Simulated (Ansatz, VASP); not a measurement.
# KCl in VASP and in Ansatz

Contents of INCAR:

```
PREC     = Accurate       # precision mode
ENCUT    = 520            # plane-wave cutoff, eV
EDIFF    = 1E-7           # SCF threshold, eV
ISMEAR   = 0              # smearing method
SIGMA    = 0.05           # smearing width, eV
LREAL    = F              # projectors in reciprocal space
LASPH    = T              # aspherical terms in the spheres
NELM     = 80             # most SCF steps
ALGO     = Normal         # electronic algorithm
ISIF     = 2              # what is computed and relaxed
LWAVE    = F              # write WAVECAR
LCHARG   = F              # write CHGCAR
GGA      = PE             # functional
NBANDS   = 15             # bands
```

File KPOINTS:

```
regular mesh
0
Gamma
  8 8 8
```

Contents of POSCAR:

```
KCl
1.0
    0.0000000000      3.1475197580      3.1475197580
    3.1475197580      0.0000000000      3.1475197580
    3.1475197580      3.1475197580      0.0000000000
K Cl
1 1
Direct
    0.0000000000      0.0000000000      0.0000000000
    0.5000000000      0.5000000000      0.5000000000
```

Input for Ansatz:

```yaml
crystal:
  lattice:
    - [0.0, 3.147519758, 3.147519758]
    - [3.147519758, 0.0, 3.147519758]
    - [3.147519758, 3.147519758, 0.0]
  atoms:
    - { symbol: K, position: [0.0, 0.0, 0.0] }
    - { symbol: Cl, position: [0.5, 0.5, 0.5] }
basis:
  ecutwfc: 420
  ecutrho_ratio: 4
kpoints:
  mp_grid: { grid: [8, 8, 8] }
hamiltonian:
  xc: pbe
scf:
  occupations: { method: gaussian, width: 0.05 }
output:
  forces: true
  stress: true
  eigenvalues: true
```

Alike in both runs: task single point; functional PBE; k mesh 8 × 8 × 8; occupations gaussian, width 0.05 eV; no spin polarisation.

|  | VASP | Ansatz |
| --- | --- | --- |
| version | VASP 6.6.1 | Ansatz 0.2.0 |
| potentials or method | VASP PAW PBE potentials, release 64 (K_sv, Cl), cutoff 520 eV | scalar-relativistic, plane waves, PAW |
| valence electrons in the cell | 16 | 16 |

|  | VASP | Ansatz | Ansatz less VASP |
| --- | --- | --- | --- |
| gap on the k mesh at the Fermi level (eV) | 5.18 | 5.19 | +0.002 |
| least direct gap on the mesh (eV) | 5.18 | 5.19 | +0.002 |
| pressure (GPa) | 0.8 | 0.7 | -0.02 |

With one functional, cell and mesh, what is left measures potentials, basis and numerics.
